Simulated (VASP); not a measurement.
**AlN: relaxation of the atoms with LDA**

The system is AlN.

```
Al N
1.0
     3.15040    0.00000    0.00000
    -1.57520    2.72833    0.00000
     0.00000    0.00000    5.53680
Al N
2 2
Direct
  0.33333 0.66667 0.00152
  0.66667 0.33333 0.50152
  0.33333 0.66667 0.38348
  0.66667 0.33333 0.88348
```

- Program: VASP 6.6.1
- Task: relaxation of the atoms
- Functional: LDA
- Potentials or basis: VASP PAW LDA potentials, release 64 (Al, N)
- Cutoff: 520 eV
- k mesh: 9 × 9 × 6
- Occupations: gaussian, width 0.05 eV
- Spin: no spin polarisation
- Dipole correction: no
- Further INCAR settings: ALGO = Normal; EDIFF = 1e-07; IBRION = 2; EDIFFG = -0.01; NSW = 50

- Energy gained by relaxing: 1.0 meV/atom
- Ionic steps: 3
- Pressure after relaxing: -22.0 GPa
- Band gap on the k mesh: 2.91 eV, direct

Stress tensor (GPa, compression positive):
```
-14.51   0.00   0.00
  0.00 -14.51   0.00
  0.00   0.00 -37.11
```

The path:
| step | energy change (eV) | largest force (eV/Å) | pressure (GPa) |
| --- | --- | --- | --- |
| 1 | 0.0000 | 0.1494 | -21.47 |
| 2 | -0.0031 | 0.0680 | -21.80 |
| 3 | -0.0039 | 0.0007 | -22.05 |

Final structure:
```
Al N
1.0
     3.15040    0.00000    0.00000
    -1.57520    2.72833    0.00000
     0.00000    0.00000    5.53680
Al N
2 2
Cartesian
  0.0000 1.8189 0.0213
  1.5752 0.9094 2.7897
  0.0000 1.8189 2.1103
  1.5752 0.9094 4.8787
```

Levels at points of the mesh, in eV from the valence-band top:
| k point | band 5 | band 6 | band 7 | band 8 | band 9 | band 10 | band 11 | band 12 |
| --- | --- | --- | --- | --- | --- | --- | --- | --- |
| (0.00, 0.00, 0.00) | -0.41 | -0.32 | 0.00 | 0.00 | 2.91 | 6.33 | 8.97 | 10.34 |
| (0.00, 0.00, 0.50) | -0.21 | -0.21 | -0.21 | -0.21 | 5.57 | 5.57 | 8.83 | 8.83 |

Run time: 110 s on 1 thread of AMD EPYC 7R13 (shared host), peak memory 0.12 GiB.
